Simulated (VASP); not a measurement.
Set up this calculation in VASP 6.6.1, as the native input.

```yaml
Task: single point
Functional: PBE
Potentials_or_basis: VASP PAW PBE potentials, release 64 (Ni, Si)
Cutoff: 520 eV
k_mesh: 8 × 8 × 8
Occupations: methfessel-paxton, width 0.1 eV
Spin: collinear spin, ferromagnetic start
Starting_moments: "[1.0, 0.0, 0.0] μB"
Dipole_correction: no
Further_INCAR_settings: ALGO = Normal; EDIFF = 1e-06; NBANDS = 20
```

The structure of Si2Ni lies in POSCAR:

```
Si2Ni
1.0
    0.0000000000      2.7030000000      2.7030000000
    2.7030000000      0.0000000000      2.7030000000
    2.7030000000      2.7030000000      0.0000000000
Ni Si
1 2
Direct
    0.0049260000      0.0098940000     -0.0046020000
    0.7533160000      0.7508790000      0.7664170000
    0.2446960000      0.2529610000      0.2551780000
```

The input as run:

INCAR

```
SYSTEM = Si2Ni
ALGO = Normal ; EDIFF = 1E-6
ENCUT = 520 ; GGA = PE
ISIF = 2 ; ISMEAR = 1
ISPIN = 2 ; LASPH = .True.
LCHARG = .True. ; LELF = .True.
LMAXMIX = 4 ; LORBIT = 11
LREAL = .False. ; LVHAR = .True.
LWAVE = .False. ; MAGMOM = 1 0 0
NBANDS = 20 ; NELM = 150
PREC = Accurate ; SIGMA = 0.1
```

KPOINTS

```
k-points
0
Gamma
  8 8 8
  0 0 0
```

Potentials or basis: VASP PAW PBE potentials, release 64 (Ni, Si).

Run with:

```sh
$ cat potpaw_PBE.64/Ni/POTCAR potpaw_PBE.64/Si/POTCAR > POTCAR
$ mpirun -np 1 vasp_std > vasp.out
```

Results of the run:

* Pressure: 3.4 GPa
* Largest force: 0.471 eV/Å
* Band gap on the k mesh: zero (filled and empty bands overlap)
* Net moment: 0.00 μB per cell
* Valence electrons inside the program's atomic spheres: Ni 9.81; Si 1.59

It took 6.9 min on 1 thread of Intel(R) Xeon(R) Platinum 8259CL CPU @ 2.50GHz (Skylake/Cascade Lake), on a shared host, peak memory 0.41 GiB.
